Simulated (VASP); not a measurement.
# GaSb (F-43m) in VASP: single point with PBE

Aim: the single point of GaSb with PBE.

Program: VASP 6.6.1. These are calculated values, not measurements. Logs are shortened: lines on timing, memory, paths and dates and some standing lists are left out, and cuts for length are marked.

## 1. The cell of the first run

Symmetry: F-43m, No. 216, cubic system. The conventional cell has a = 6.118 Å, b = 6.118 Å, c = 6.118 Å, α = 90.00°, β = 90.00°, γ = 90.00°. Within 3.5 Å of Ga (site symmetry -43m) lie 4 Sb at 2.65 Å. Within 3.5 Å of Sb (site symmetry -43m) lie 4 Ga at 2.65 Å.

## 2. Single point, PBE

Contents of INCAR:

```
ALGO = Normal
EDIFF = 1E-6
ENCUT = 500
GGA = PE
GGA_COMPAT = F
ISIF = 2
ISMEAR = 0
LASPH = T
LCHARG = T
LELF = T
LREAL = F
LVHAR = T
LWAVE = F
NBANDS = 16
NELM = 120
PREC = Accurate
SIGMA = 0.01
```

Contents of KPOINTS:

```
k-points
0
Gamma
  4 4 4
```

Contents of POSCAR:

```
GaSb
1.0
    0.0000000000      3.0590000000      3.0590000000
    3.0590000000      0.0000000000      3.0590000000
    3.0590000000      3.0590000000      0.0000000000
Ga Sb
1 1
Direct
    0.0000000000      0.0000000000      0.0000000000
    0.7500000000      0.7500000000      0.7500000000
```

Potentials or basis: VASP PAW PBE potentials, release 64 (Ga_d, Sb).

The run is started by

```sh
$ cat potpaw_PBE.64/Ga_d/POTCAR potpaw_PBE.64/Sb/POTCAR > POTCAR
$ mpirun -np 1 vasp_std > vasp.out
```

OUTCAR:

```text
EDIFF = 1E-6
   ENCUT = 500
   GGA = PE
   ISIF = 2
   ISMEAR = 0
   LASPH = T
   LREAL = F
   NELM = 120
   PREC = Accurate

 ion  position               nearest neighbor table
   1  0.000  0.000  0.000-   2 2.65   2 2.65   2 2.65   2 2.65
   2  0.750  0.750  0.750-   1 2.65   1 2.65   1 2.65   1 2.65

  LATTYP: Found a face centered cubic cell.
 ALAT       =     6.1180000000

  Lattice vectors:

 A1 = (   0.0000000000,   3.0590000000,   3.0590000000)
 A2 = (   3.0590000000,   0.0000000000,   3.0590000000)
 A3 = (   3.0590000000,   3.0590000000,   0.0000000000)

Analysis of symmetry for initial positions (statically):
=====================================================================
 Subroutine PRICEL returns:
 Original cell was already a primitive cell.

 Routine SETGRP: Setting up the symmetry group for a
 face centered cubic supercell.

 Subroutine GETGRP returns: Found 24 space group operations
 (whereof 24 operations were pure point group operations)
 out of a pool of 48 trial point group operations.

The static configuration has the point symmetry T_d .

Analysis of symmetry for dynamics (positions and initial velocities):
=====================================================================
 Subroutine PRICEL returns:
 Original cell was already a primitive cell.

 Routine SETGRP: Setting up the symmetry group for a
 face centered cubic supercell.

 Subroutine GETGRP returns: Found 24 space group operations
 (whereof 24 operations were pure point group operations)
 out of a pool of 48 trial point group operations.

The dynamic configuration has the point symmetry T_d .

 Subroutine INISYM returns: Found 24 space group operations
 (whereof 24 operations are pure point group operations),
 and found     1 'primitive' translations

----------------------------------------------------------------------------------------

                                     Primitive cell

  volume of cell :      57.2491

  direct lattice vectors                    reciprocal lattice vectors
     0.000000000  3.059000000  3.059000000    -0.163452109  0.163452109  0.163452109
     3.059000000  0.000000000  3.059000000     0.163452109 -0.163452109  0.163452109
     3.059000000  3.059000000  0.000000000     0.163452109  0.163452109 -0.163452109

  length of vectors
     4.326079287  4.326079287  4.326079287     0.283107357  0.283107357  0.283107357

  position of ions in fractional coordinates (direct lattice)
     0.000000000  0.000000000  0.000000000
     0.750000000  0.750000000  0.750000000

  ion indices of the primitive-cell ions
   primitive index   ion index
                 1           1
                 2           2

----------------------------------------------------------------------------------------

 KPOINTS: k-points

Automatic generation of k-mesh.
 Grid dimensions read from file:
 generate k-points for:    4    4    4

 Generating k-lattice:

  Cartesian coordinates                     Fractional coordinates (reciprocal lattice)
    -0.040863027  0.040863027  0.040863027     0.250000000  0.000000000  0.000000000
     0.040863027 -0.040863027  0.040863027     0.000000000  0.250000000  0.000000000
     0.040863027  0.040863027 -0.040863027     0.000000000  0.000000000  0.250000000

  Length of vectors
     0.070776839  0.070776839  0.070776839

  Shift w.r.t. Gamma in fractional coordinates (k-lattice)
     0.000000000  0.000000000  0.000000000

 Subroutine IBZKPT returns following result:
 ===========================================

 Found      8 irreducible k-points:

 Following reciprocal coordinates:
            Coordinates               Weight
  0.000000  0.000000  0.000000      1.000000
  0.250000  0.000000  0.000000      8.000000
  0.500000  0.000000  0.000000      4.000000
  0.250000  0.250000  0.000000      6.000000
  0.500000  0.250000  0.000000     24.000000
 -0.250000  0.250000  0.000000     12.000000
  0.500000  0.500000  0.000000      3.000000
 -0.250000  0.500000  0.250000      6.000000
   k-points           NKPTS =      8   k-points in BZ     NKDIM =      8   number of bands    NBANDS=     16
   number of dos      NEDOS =    301   number of ions     NIONS =      2
   total plane-waves  NPLWV =  32768
   dimension x,y,z NGX =    32 NGY =   32 NGZ =   32
   dimension x,y,z NGXF=    64 NGYF=   64 NGZF=   64
   ions per type =               1   1
   NGX,Y,Z   is equivalent  to a cutoff of  12.30, 12.30, 12.30 a.u.
   NGXF,Y,Z  is equivalent  to a cutoff of  24.59, 24.59, 24.59 a.u.
 SYSTEM =  unknown system
   PREC   = accura    normal or accurate (medium, high low for compatibility)
   ISTART =      0    job   : 0-new  1-cont  2-samecut
   ICHARG =      2    charge: 1-file 2-atom 10-const
   ISPIN  =      1    spin polarized calculation?
   LNONCOLLINEAR =      F non collinear calculations
   LSORBIT =      F    spin-orbit coupling
   LASPH  =      T    aspherical Exc in radial PAW
   ENCUT  =  500.0 eV  36.75 Ry    6.06 a.u.   7.89  7.89  7.89*2*pi/ulx,y,z
   NELM   =    120;   NELMIN=  2; NELMDL= -5     # of ELM steps
   EDIFF  = 0.1E-05   stopping-criterion for ELM
   LREAL  =      F    real-space projection
   EDIFFG = 0.1E-04   stopping-criterion for IOM
   NSW    =      0    number of steps for IOM
   IBRION =     -1    ionic relax: 0-MD 1-quasi-New 2-CG
   NFREE  =      0    steps in history (QN), initial steepest desc. (CG)
   ISIF   =      2    stress and relaxation
   ISYM   =      2    0-nonsym 1-usesym 2-fastsym
   POTIM  = 0.5000    time-step for ionic-motion
   TEBEG  =    0.0;   TEEND  =   0.0 temperature during run
   PSTRESS=    0.0 pullay stress
   NELECT =      18.0000    total number of electrons
   NUPDOWN=      -1.0000    fix difference up-down
   EMIN   =  10.00;   EMAX   =-10.00  energy-range for DOS
   EFERMI =   0.00;   METHOD = LEGACY
   ISMEAR =     0;   SIGMA  =   0.01  broadening in eV -4-tet -1-fermi 0-gaus
   EFERMI_NEDOS =   21; number of points for ismear=-14 and -15
   IALGO  =     38    algorithm
   IMIX   =      4    mixing-type and parameters
     AMIX     =   0.40;   BMIX     =  1.00
     AMIX_MAG =   1.60;   BMIX_MAG =  1.00
  volume/ion in A,a.u.               =      28.62       193.17
  Fermi-wavevector in a.u.,A,eV,Ry     =   1.113208  2.103657 16.860766  1.239231
  Thomas-Fermi vector in A             =   2.249790
   LORBIT       =      0    0 simple, 1 ext, 2 COOP (PROOUT), +10 PAW based schemes
   GGA     = PE    functional components
   LHFCALC =     F    Hartree Fock is set to
   AEXX    =    0.0000 exact exchange contribution
   IVDW    =     0    specifies the selected vdW correction
   LEPSILON=     F    determine dielectric tensor
   LRPA    =     F    only Hartree local field effects (RPA)
 non-spin polarized calculation
 Gauss-broadening in eV      SIGMA  =   0.01
  energy-cutoff  :      500.00
  volume of cell :       57.25
 maximum number of plane-waves:      1475
   NGX = 15   NGY = 15   NGZ = 15

 number of electron      17.9999986 magnetization

 Free energy of the ion-electron system (eV)
  ---------------------------------------------------
  ext. energy  EPLUGINS =         0.00000000
  ---------------------------------------------------
  free energy    TOTEN  =        -7.15498933 eV

  energy without entropy =       -7.15495070  energy(sigma->0) =       -7.15497001

 E-fermi :   4.9265     XC(G=0):  -9.0592

 val. band max:        4.9105890484   @ k =   0.0000   0.0000   0.0000
 cond. band min:       4.9391885637   @ k =   0.0000   0.0000   0.0000
 fundamental gap:      0.0285995153
 Fermi energy:         4.9265115289

 k-point     1 :       0.0000    0.0000    0.0000
  band No.  band energies     occupation
      1     -10.1690      2.00000
      2     -10.1690      2.00000
      3     -10.1690      2.00000
      4     -10.1204      2.00000
      5     -10.1204      2.00000
      6      -6.5669      2.00000
[... 8 lines left out ...]
     15      13.4820      0.00000
     16      13.4820      0.00000

 k-point     2 :       0.2500    0.0000    0.0000
  band No.  band energies     occupation
      1     -10.1827      2.00000
      2     -10.1632      2.00000
      3     -10.1632      2.00000
      4     -10.1207      2.00000
      5     -10.1207      2.00000
      6      -5.9505      2.00000
[... 8 lines left out ...]
     15      12.4765      0.00000
     16      12.4765      0.00000

 k-point     3 :       0.5000    0.0000    0.0000
  band No.  band energies     occupation
      1     -10.1959      2.00000
      2     -10.1584      2.00000
      3     -10.1584      2.00000
      4     -10.1200      2.00000
      5     -10.1200      2.00000
      6      -4.9375      2.00000
[... 8 lines left out ...]
     15      14.7904      0.00000
     16      14.7904      0.00000

 k-point     4 :       0.2500    0.2500    0.0000
  band No.  band energies     occupation
      1     -10.1925      2.00000
      2     -10.1570      2.00000
      3     -10.1570      2.00000
      4     -10.1257      2.00000
      5     -10.1183      2.00000
      6      -5.7306      2.00000
[... 8 lines left out ...]
     15      14.0072      0.00000
     16      14.2837      0.00000

 k-point     5 :       0.5000    0.2500    0.0000
  band No.  band energies     occupation
      1     -10.2031      2.00000
      2     -10.1529      2.00000
      3     -10.1511      2.00000
      4     -10.1261      2.00000
      5     -10.1186      2.00000
      6      -4.6340      2.00000
[... 8 lines left out ...]
     15      14.9649      0.00000
     16      15.3423      0.00000

 k-point     6 :      -0.2500    0.2500    0.0000
  band No.  band energies     occupation
      1     -10.1961      2.00000
      2     -10.1564      2.00000
      3     -10.1562      2.00000
      4     -10.1220      2.00000
      5     -10.1212      2.00000
      6      -5.0585      2.00000
[... 8 lines left out ...]
     15      13.4916      0.00000
     16      15.4982      0.00000

 k-point     7 :       0.5000    0.5000    0.0000
  band No.  band energies     occupation
      1     -10.2131      2.00000
      2     -10.1445      2.00000
      3     -10.1445      2.00000
      4     -10.1323      2.00000
      5     -10.1162      2.00000
      6      -4.1000      2.00000
[... 8 lines left out ...]
     15      15.7212      0.00000
     16      16.2044      0.00000

 k-point     8 :      -0.2500    0.5000    0.2500
  band No.  band energies     occupation
      1     -10.2065      2.00000
      2     -10.1525      2.00000
      3     -10.1463      2.00000
      4     -10.1263      2.00000
      5     -10.1200      2.00000
      6      -4.0551      2.00000
[... 8 lines left out ...]
     15      14.9216      0.00000
     16      16.2886      0.00000

------------------------ aborting loop because EDIFF is reached ----------------------------------------

  FORCE on cell =-STRESS in cart. coord.  units (eV):
  Direction    XX          YY          ZZ          XY          YZ          ZX
  --------------------------------------------------------------------------------------
  -------------------------------------------------------------------------------------
  Total        0.9271262      0.9271262      0.9271262      0.0000000     -0.0000000      0.0000000
  in kB       25.9466324     25.9466324     25.9466324      0.0000000     -0.0000000      0.0000000
  external PRESSURE =      25.9466324 kB  Pullay stress =       0.0000000 kB

 VOLUME and BASIS-vectors are now :
 -----------------------------------------------------------------------------
  energy-cutoff  :      500.00
  volume of cell :       57.25
      direct lattice vectors                 reciprocal lattice vectors
     0.000000000  3.059000000  3.059000000    -0.163452109  0.163452109  0.163452109
     3.059000000  0.000000000  3.059000000     0.163452109 -0.163452109  0.163452109
     3.059000000  3.059000000  0.000000000     0.163452109  0.163452109 -0.163452109

 POSITION                                       TOTAL-FORCE (eV/Angst)
 -----------------------------------------------------------------------------------
      0.00000      0.00000      0.00000        -0.000000     -0.000000     -0.000000
      4.58850      4.58850      4.58850         0.000000      0.000000      0.000000
 -----------------------------------------------------------------------------------
    total drift:                               -0.000000     -0.000000     -0.000000

  FREE ENERGIE OF THE ION-ELECTRON SYSTEM (eV)
  ---------------------------------------------------
  free  energy   TOTEN  =        -7.1549893290 eV

  energy  without entropy=       -7.1549507009  energy(sigma->0) =       -7.15497001
```

Run time: 13 s. Hardware: 1 thread of Intel Xeon Platinum 8375C at 2.90GHz (Ice Lake), shared host; peak memory 0.17 GiB.

What came out:

| Item | Value |
| --- | --- |
| Free energy | -7.1550 eV |
| Pressure | 2.6 GPa |
| Band gap on the k mesh | 0.03 eV |

Caveat: the k points lie up to 0.44 Å⁻¹ apart; spin-orbit coupling is left out, which moves the levels of the heavy elements.
